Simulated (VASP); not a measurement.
# MgS (F-43m) in VASP: further runs

The runs below take MgS through relaxation of cell and atoms, single point, with PBEsol, LDA, r2SCAN+D4.

Program: VASP 6.6.1. These are calculated values, not measurements. Logs are shortened: lines on timing, memory, paths and dates and some standing lists are left out, and cuts for length are marked.

## Step 1: The cell of the first run

Symmetry: F-43m, No. 216, cubic system. The conventional cell has a = 5.666 Å, b = 5.666 Å, c = 5.666 Å, α = 90.00°, β = 90.00°, γ = 90.00°. Within 3.2 Å of S (site symmetry -43m) lie 4 Mg at 2.45 Å. Within 3.2 Å of Mg (site symmetry -43m) lie 4 S at 2.45 Å.

## Step 2: Relaxation of cell and atoms, PBEsol, target pressure 20 GPa, at which the enthalpy is minimised

Contents of INCAR:

```
SYSTEM = MgS
PREC     = Accurate       ! precision mode
ENCUT    = 600            ! plane-wave cutoff, eV
EDIFF    = 1E-6           ! SCF threshold, eV
ISMEAR   = -1             ! smearing method
SIGMA    = 0.05           ! smearing width, eV
LREAL    = .False.        ! projectors in reciprocal space
LASPH    = .True.         ! aspherical terms in the spheres
NELM     = 80             ! most SCF steps
ALGO     = Normal         ! electronic algorithm
ISIF     = 3              ! what is computed and relaxed
LWAVE    = .False.        ! write WAVECAR
LCHARG   = .False.        ! write CHGCAR
GGA      = PS             ! functional
IBRION   = 2              ! ionic algorithm
NSW      = 60             ! ionic steps
EDIFFG   = -0.01          ! ionic threshold
PSTRESS  = 200.0
```

Contents of KPOINTS:

```
regular mesh
0
Gamma
  8 8 8
  0 0 0
```

Contents of POSCAR:

```
MgS
1.0
    0.0000000000      2.8331200468      2.8331200468
    2.8331200468      0.0000000000      2.8331200468
    2.8331200468      2.8331200468      0.0000000000
S Mg
1 1
Direct
    0.2500000000      0.2500000000      0.2500000000
    0.0000000000      0.0000000000      0.0000000000
```

Potentials or basis: VASP PAW PBE potentials, release 64 (S, Mg).

On the command line:

```sh
> cat potpaw_PBE.64/S/POTCAR potpaw_PBE.64/Mg/POTCAR > POTCAR
> mpirun -np 1 vasp_std > vasp.out
```

OUTCAR:

```text
SYSTEM = MgS
   PREC = Accurate
   ENCUT = 600
   EDIFF = 1E-6
   ISMEAR = -1
   LREAL = .False.
   LASPH = .True.
   NELM = 80
   ISIF = 3
   GGA = PS
   IBRION = 2
   NSW = 60
   EDIFFG = -0.01
   PSTRESS = 200.0

 ion  position               nearest neighbor table
   1  0.250  0.250  0.250-   2 2.45   2 2.45   2 2.45   2 2.45
   2  0.000  0.000  0.000-   1 2.45   1 2.45   1 2.45   1 2.45

  LATTYP: Found a face centered cubic cell.
 ALAT       =     5.6662400936

  Lattice vectors:

 A1 = (   0.0000000000,   2.8331200468,   2.8331200468)
 A2 = (   2.8331200468,   0.0000000000,   2.8331200468)
 A3 = (   2.8331200468,   2.8331200468,   0.0000000000)

Analysis of symmetry for initial positions (statically):
=====================================================================
 Subroutine PRICEL returns:
 Original cell was already a primitive cell.

 Routine SETGRP: Setting up the symmetry group for a
 face centered cubic supercell.

 Subroutine GETGRP returns: Found 24 space group operations
 (whereof 24 operations were pure point group operations)
 out of a pool of 48 trial point group operations.

The static configuration has the point symmetry T_d .

Analysis of symmetry for dynamics (positions and initial velocities):
=====================================================================
 Subroutine PRICEL returns:
 Original cell was already a primitive cell.

 Routine SETGRP: Setting up the symmetry group for a
 face centered cubic supercell.

 Subroutine GETGRP returns: Found 24 space group operations
 (whereof 24 operations were pure point group operations)
 out of a pool of 48 trial point group operations.

The dynamic configuration has the point symmetry T_d .

 Subroutine INISYM returns: Found 24 space group operations
 (whereof 24 operations are pure point group operations),
 and found     1 'primitive' translations

----------------------------------------------------------------------------------------

                                     Primitive cell

  volume of cell :      45.4805

  direct lattice vectors                    reciprocal lattice vectors
     0.000000000  2.833120047  2.833120047    -0.176483874  0.176483874  0.176483874
     2.833120047  0.000000000  2.833120047     0.176483874 -0.176483874  0.176483874
     2.833120047  2.833120047  0.000000000     0.176483874  0.176483874 -0.176483874

  length of vectors
     4.006636794  4.006636794  4.006636794     0.305679036  0.305679036  0.305679036

  position of ions in fractional coordinates (direct lattice)
     0.250000000  0.250000000  0.250000000
     0.000000000  0.000000000  0.000000000

  ion indices of the primitive-cell ions
   primitive index   ion index
                 1           1
                 2           2

----------------------------------------------------------------------------------------

 KPOINTS: regular mesh

Automatic generation of k-mesh.
 Grid dimensions read from file:
 generate k-points for:    8    8    8

 Generating k-lattice:

  Cartesian coordinates                     Fractional coordinates (reciprocal lattice)
    -0.022060484  0.022060484  0.022060484     0.125000000  0.000000000  0.000000000
     0.022060484 -0.022060484  0.022060484     0.000000000  0.125000000  0.000000000
     0.022060484  0.022060484 -0.022060484     0.000000000  0.000000000  0.125000000

  Length of vectors
     0.038209879  0.038209879  0.038209879

  Shift w.r.t. Gamma in fractional coordinates (k-lattice)
     0.000000000  0.000000000  0.000000000

 Subroutine IBZKPT returns following result:
 ===========================================

 Found     29 irreducible k-points:

 Following reciprocal coordinates:
            Coordinates               Weight
  0.000000  0.000000  0.000000      1.000000
  0.125000  0.000000  0.000000      8.000000
  0.250000  0.000000  0.000000      8.000000
  0.375000  0.000000  0.000000      8.000000
  0.500000  0.000000  0.000000      4.000000
  0.125000  0.125000  0.000000      6.000000
[... 16 lines left out ...]
  0.500000  0.250000  0.125000     48.000000
 -0.375000  0.250000  0.125000     24.000000
 [... further k-points ...]
   k-points           NKPTS =     29   k-points in BZ     NKDIM =     29   number of bands    NBANDS=      8
   number of dos      NEDOS =    301   number of ions     NIONS =      2
   total plane-waves  NPLWV =  32768
   dimension x,y,z NGX =    32 NGY =   32 NGZ =   32
   dimension x,y,z NGXF=    64 NGYF=   64 NGZF=   64
   ions per type =               1   1
   NGX,Y,Z   is equivalent  to a cutoff of  13.28, 13.28, 13.28 a.u.
   NGXF,Y,Z  is equivalent  to a cutoff of  26.56, 26.56, 26.56 a.u.
 SYSTEM =  MgS
   PREC   = accura    normal or accurate (medium, high low for compatibility)
   ISTART =      0    job   : 0-new  1-cont  2-samecut
   ICHARG =      2    charge: 1-file 2-atom 10-const
   ISPIN  =      1    spin polarized calculation?
   LNONCOLLINEAR =      F non collinear calculations
   LSORBIT =      F    spin-orbit coupling
   LASPH  =      T    aspherical Exc in radial PAW
   ENCUT  =  600.0 eV  44.10 Ry    6.64 a.u.   8.00  8.00  8.00*2*pi/ulx,y,z
   NELM   =     80;   NELMIN=  2; NELMDL= -5     # of ELM steps
   EDIFF  = 0.1E-05   stopping-criterion for ELM
   LREAL  =      F    real-space projection
   EDIFFG = -.1E-01   stopping-criterion for IOM
   NSW    =     60    number of steps for IOM
   IBRION =      2    ionic relax: 0-MD 1-quasi-New 2-CG
   NFREE  =      1    steps in history (QN), initial steepest desc. (CG)
   ISIF   =      3    stress and relaxation
   ISYM   =      2    0-nonsym 1-usesym 2-fastsym
   POTIM  = 0.5000    time-step for ionic-motion
   TEBEG  =    0.0;   TEEND  =   0.0 temperature during run
   PSTRESS=  200.0 pullay stress
   NELECT =       8.0000    total number of electrons
   NUPDOWN=      -1.0000    fix difference up-down
   EMIN   =  10.00;   EMAX   =-10.00  energy-range for DOS
   EFERMI =   0.00;   METHOD = LEGACY
   ISMEAR =    -1;   SIGMA  =   0.05  broadening in eV -4-tet -1-fermi 0-gaus
   EFERMI_NEDOS =   21; number of points for ismear=-14 and -15
   IALGO  =     38    algorithm
   IMIX   =      4    mixing-type and parameters
     AMIX     =   0.40;   BMIX     =  1.00
     AMIX_MAG =   1.60;   BMIX_MAG =  1.00
  volume/ion in A,a.u.               =      22.74       153.46
  Fermi-wavevector in a.u.,A,eV,Ry     =   0.917269  1.733386 11.447692  0.841382
  Thomas-Fermi vector in A             =   2.042218
   LORBIT       =      0    0 simple, 1 ext, 2 COOP (PROOUT), +10 PAW based schemes
   GGA     = PS    functional components
   LHFCALC =     F    Hartree Fock is set to
   AEXX    =    0.0000 exact exchange contribution
   IVDW    =     0    specifies the selected vdW correction
   LEPSILON=     F    determine dielectric tensor
   LRPA    =     F    only Hartree local field effects (RPA)
 conjugate gradient relaxation of ions
 non-spin polarized calculation
  energy-cutoff  :      600.00
  volume of cell :       45.48
 maximum number of plane-waves:      1540
   NGX = 17   NGY = 17   NGZ = 17

--------------------------------------- Ionic step        1  -------------------------------------------

 number of electron       8.0000000 magnetization

 Free energy of the ion-electron system (eV)
  ---------------------------------------------------
  ext. energy  EPLUGINS =         0.00000000
  ---------------------------------------------------
  free energy    TOTEN  =        -8.91745784 eV

  energy without entropy =       -8.91745784  energy(sigma->0) =       -8.91745784

 E-fermi :   2.0275     XC(G=0):  -8.5678

 val. band max:        0.9863647374   @ k =   0.0000   0.0000   0.0000
 cond. band min:       4.2715507818   @ k =   0.0000   0.0000   0.0000
 fundamental gap:      3.2851860444
 Fermi energy:         2.0275245074

 k-point     1 :       0.0000    0.0000    0.0000
  band No.  band energies     occupation
      1     -10.2749      2.00000
      2       0.9864      2.00000
      3       0.9864      2.00000
      4       0.9864      2.00000
      5       4.2716      0.00000
      6       8.8534      0.00000
      7       8.8534      0.00000
      8       8.8534      0.00000
[... 243 lines left out ...]
 k-point    24 :      -0.3750    0.2500    0.1250
  band No.  band energies     occupation
      1      -9.4733      2.00000
      2      -1.8302      2.00000
      3      -0.3306      2.00000
      4       0.3298      2.00000
      5       6.9084      0.00000
      6       7.3553      0.00000
      7       9.6249      0.00000
      8       9.7416      0.00000

 [... further k-points ...]
[... 5 lines left out ...]
  --------------------------------------------------------------------------------------
  -------------------------------------------------------------------------------------
  Total       -0.1417532     -0.1417532     -0.1417532      0.0000000      0.0000000      0.0000000
  in kB       -4.9936543     -4.9936543     -4.9936543      0.0000000      0.0000000      0.0000000
  external PRESSURE =    -204.9936543 kB  Pullay stress =     200.0000000 kB
[... 23 lines left out ...]
  enthalpy is  TOTEN    =        -3.2401252072 eV   P V=        5.6773326349

--------------------------------------- Ionic step        2  -------------------------------------------

 number of electron       8.0000000 magnetization

 E-fermi :   5.6965     XC(G=0): -10.4596

 val. band max:        4.6535856162   @ k =   0.0000   0.0000   0.0000
 cond. band min:       7.5678875133   @ k =   0.5000   0.5000   0.0000
 fundamental gap:      2.9143018971
 Fermi energy:         5.6965041054

 k-point     1 :       0.0000    0.0000    0.0000
  band No.  band energies     occupation
      1      -8.6929      2.00000
      2       4.6536      2.00000
      3       4.6536      2.00000
      4       4.6536      2.00000
      5      10.5905      0.00000
      6      13.5834      0.00000
      7      13.5834      0.00000
      8      13.5834      0.00000
[... 243 lines left out ...]
 k-point    24 :      -0.3750    0.2500    0.1250
  band No.  band energies     occupation
      1      -6.7352      2.00000
      2       0.1041      2.00000
      3       2.5458      2.00000
      4       3.5826      2.00000
      5      10.7297      0.00000
      6      12.4342      0.00000
      7      14.3696      0.00000
      8      15.9925      0.00000

 [... further k-points ...]
[... 5 lines left out ...]
  --------------------------------------------------------------------------------------
  -------------------------------------------------------------------------------------
  Total       11.5491442     11.5491442     11.5491442      0.0000000      0.0000000     -0.0000000
  in kB      640.4596687    640.4596687    640.4596687      0.0000000      0.0000000     -0.0000000
  external PRESSURE =     440.4596687 kB  Pullay stress =     200.0000000 kB
[... 175 lines left out ...]
  enthalpy is  TOTEN    =        -3.9378167295 eV   P V=        4.5321771460

--------------------------------------- Ionic step        7  -------------------------------------------

 number of electron       8.0000000 magnetization

 Free energy of the ion-electron system (eV)
  ---------------------------------------------------
  ext. energy  EPLUGINS =         0.00000000
  ---------------------------------------------------
  free energy    TOTEN  =        -8.45816263 eV

  energy without entropy =       -8.45816263  energy(sigma->0) =       -8.45816263

 E-fermi :   3.6979     XC(G=0):  -9.4819

 val. band max:        2.6028083753   @ k =   0.0000   0.0000   0.0000
 cond. band min:       6.0245174025   @ k =   0.5000   0.5000   0.0000
 fundamental gap:      3.4217090272
 Fermi energy:         3.6979005005

 k-point     1 :       0.0000    0.0000    0.0000
  band No.  band energies     occupation
      1      -9.5547      2.00000
      2       2.6028      2.00000
      3       2.6028      2.00000
      4       2.6028      2.00000
      5       7.1024      0.00000
      6      11.0261      0.00000
      7      11.0261      0.00000
      8      11.0261      0.00000
[... 243 lines left out ...]
 k-point    24 :      -0.3750    0.2500    0.1250
  band No.  band energies     occupation
      1      -8.2670      2.00000
      2      -0.9852      2.00000
      3       0.9186      2.00000
      4       1.7540      2.00000
      5       8.6896      0.00000
      6       9.7390      0.00000
      7      11.8825      0.00000
      8      12.5490      0.00000

 [... further k-points ...]
[... 5 lines left out ...]
  --------------------------------------------------------------------------------------
  -------------------------------------------------------------------------------------
  Total        4.5200416      4.5200416      4.5200416      0.0000000      0.0000000      0.0000000
  in kB      199.9910686    199.9910686    199.9910686      0.0000000      0.0000000      0.0000000
  external PRESSURE =      -0.0089314 kB  Pullay stress =     200.0000000 kB
[... 17 lines left out ...]
  FREE ENERGIE OF THE ION-ELECTRON SYSTEM (eV)
  ---------------------------------------------------
  free  energy   TOTEN  =        -8.4581626340 eV

  energy  without entropy=       -8.4581626340  energy(sigma->0) =       -8.45816263

  enthalpy is  TOTEN    =        -3.9379191250 eV   P V=        4.5202435091

 reached required accuracy - stopping structural energy minimisation
```

It took 27 s on 1 thread of Intel Xeon Platinum 8559C (Emerald Rapids), shared host; peak memory 0.19 GiB.

What came out:

| Quantity | Value |
| --- | --- |
| Free energy | -8.4582 eV |
| Relaxed volume | 18.11 Å³/atom |
| Relaxed cell | a = 3.714 Å, b = 3.714 Å, c = 3.714 Å, α = 60.00°, β = 60.00°, γ = 60.00° |
| Space group after relaxing (to 0.05 Å) | F-43m (No. 216) |
| Energy change on relaxing (the enthalpy is what falls) | +229.6 meV/atom |
| Ionic steps | 7 |
| Pressure after relaxing | 20.0 GPa |
| Band gap on the k mesh | 3.42 eV, indirect (least direct gap 4.50 eV) |

Step by step:
```csv
step,energy change (eV),largest force (eV/Å),pressure (GPa),volume (Å³)
1,0.0000,0.0000,-0.50,45.48
2,2.2210,0.0000,64.05,28.89
3,0.4164,0.0000,18.75,36.57
4,0.4509,0.0000,19.76,36.28
5,0.4722,0.0000,20.37,36.11
6,0.4475,0.0000,19.66,36.31
7,0.4593,0.0000,20.00,36.21
```

Final structure:
```
S Mg
1.0
     0.00000    2.62586    2.62586
     2.62586    0.00000    2.62586
     2.62586    2.62586    0.00000
S Mg
1 1
Direct
  0.25000 0.25000 0.25000
  0.00000 0.00000 0.00000
```

Levels at points of the mesh, in eV from the valence-band top:
| k point | band 2 | band 3 | band 4 | band 5 | band 6 | band 7 |
| --- | --- | --- | --- | --- | --- | --- |
| (0.00, 0.00, 0.00) | 0.00 | 0.00 | 0.00 | 4.50 | 8.42 | 8.42 |
| (0.50, 0.00, 0.00) | -4.05 | -0.40 | -0.40 | 5.78 | 7.80 | 7.80 |
| (0.50, 0.50, 0.00) | -3.58 | -1.34 | -1.34 | 3.42 | 5.74 | 13.45 |

Caveat: the cell is relaxed towards a set pressure, so the enthalpy falls and the energy may rise; the volume moved by over 15 % at a fixed basis, so the end points are rough; the PAW data sets were made with another functional, which shifts forces and pressure a little. A k mesh can miss the band edges.

## Step 3: Relaxation of cell and atoms, PBEsol, target pressure 30 GPa, at which the enthalpy is minimised

Contents of INCAR:

```
SYSTEM = MgS
PREC     = Accurate       ! precision mode
ENCUT    = 600            ! plane-wave cutoff, eV
EDIFF    = 1E-6           ! SCF threshold, eV
ISMEAR   = -1             ! smearing method
SIGMA    = 0.05           ! smearing width, eV
LREAL    = .FALSE.        ! projectors in reciprocal space
LASPH    = .TRUE.         ! aspherical terms in the spheres
NELM     = 80             ! most SCF steps
ALGO     = Normal         ! electronic algorithm
ISIF     = 3              ! what is computed and relaxed
LWAVE    = .FALSE.        ! write WAVECAR
LCHARG   = .FALSE.        ! write CHGCAR
GGA      = PS             ! functional
IBRION   = 2              ! ionic algorithm
NSW      = 60             ! ionic steps
EDIFFG   = -0.01          ! ionic threshold
PSTRESS  = 300.0
```

Contents of KPOINTS:

```
regular mesh
0
G
  8 8 8
  0 0 0
```

POSCAR is that of step 2.

Potentials or basis: VASP PAW PBE potentials, release 64 (S, Mg).

On the command line:

```sh
> cat potpaw_PBE.64/S/POTCAR potpaw_PBE.64/Mg/POTCAR > POTCAR
> mpirun -np 1 vasp_std > vasp.out
```

Wall time 22 s (1 thread of Intel Xeon Platinum 8559C (Emerald Rapids), shared host); peak memory 0.19 GiB.

Results (log left out):

```
Free energy                                            : -8.0924 eV
Relaxed volume                                         : 16.92 Å³/atom
Relaxed cell                                           : a = 3.631 Å, b = 3.631 Å, c = 3.631 Å, α = 60.00°, β = 60.00°, γ = 60.00°
Space group after relaxing (to 0.05 Å)                 : F-43m (No. 216)
Energy change on relaxing (the enthalpy is what falls) : +412.5 meV/atom
Ionic steps                                            : 5
Pressure after relaxing                                : 30.0 GPa
Band gap on the k mesh                                 : 3.29 eV, indirect (least direct gap 4.73 eV)
```

Step by step:
```tsv
step	energy change (eV)	largest force (eV/Å)	pressure (GPa)	volume (Å³)
1	0.0000	0.0000	-0.50	45.48
2	6.4247	0.0000	163.19	22.52
3	0.6363	0.0000	24.99	34.95
4	0.7666	0.0000	28.48	34.16
5	0.8251	0.0000	30.01	33.84
```

Final structure:
```xyz
2
Lattice="0.0000 2.5673 2.5673 2.5673 0.0000 2.5673 2.5673 2.5673 0.0000" Properties=species:S:1:pos:R:3 pbc="T T T"
S     1.2837    1.2837    1.2837
Mg    0.0000    0.0000    0.0000
```

Levels at points of the mesh, in eV from the valence-band top:
```tsv
k point	band 1	band 2	band 3	band 4	band 5	band 6	band 7	band 8
(0.00, 0.00, 0.00)	-12.48	0.00	0.00	0.00	4.90	8.58	8.58	8.58
(0.50, 0.00, 0.00)	-11.22	-4.35	-0.42	-0.42	6.00	7.85	7.85	9.75
(0.50, 0.50, 0.00)	-10.81	-3.83	-1.43	-1.43	3.29	5.76	14.28	14.45
```

Caveat: the cell is relaxed towards a set pressure, so the enthalpy falls and the energy may rise; the volume moved by over 15 % at a fixed basis, so the end points are rough; the PAW data sets were made with another functional, which shifts forces and pressure a little.

## Step 4: Single point, LDA

Contents of INCAR:

```
PREC = Accurate
ENCUT = 520
EDIFF = 1E-6
ISMEAR = 0
SIGMA = 0.02
LREAL = F
LASPH = T
NELM = 100
ALGO = Normal
ISIF = 2
LWAVE = F
LCHARG = T
GGA = CA
LELF = T
LVHAR = T
NBANDS = 11
```

Contents of KPOINTS:

```
regular mesh
0
Gamma
  8 8 8
```

POSCAR is that of step 3.

Potentials or basis: VASP PAW LDA potentials, release 64 (S, Mg).

On the command line:

```sh
> cat potpaw_LDA.64/S/POTCAR potpaw_LDA.64/Mg/POTCAR > POTCAR
> mpirun -np 1 vasp_std > vasp.out
```

Wall time 25 s (1 thread of Intel Xeon 8259CL, shared host); peak memory 0.15 GiB.

It converged, with:

* Free energy: -9.3781 eV
* Pressure: -2.5 GPa
* Band gap on the k mesh: 3.18 eV, direct

Levels at points of the mesh, in eV from the valence-band top:
```csv
k point,band 1,band 2,band 3,band 4,band 5,band 6,band 7,band 8
"(0.00, 0.00, 0.00)",-11.23,0.00,0.00,0.00,3.18,7.76,7.76,7.76
"(0.50, 0.00, 0.00)",-10.53,-3.20,-0.33,-0.33,4.86,7.46,7.46,8.36
"(0.50, 0.50, 0.00)",-10.31,-2.88,-1.06,-1.06,3.66,5.43,10.86,11.99
```

A k mesh can miss the band edges. LDA gaps usually lie below the measured ones, often by a third to a half.

(Part 1 of 2 ends here.)
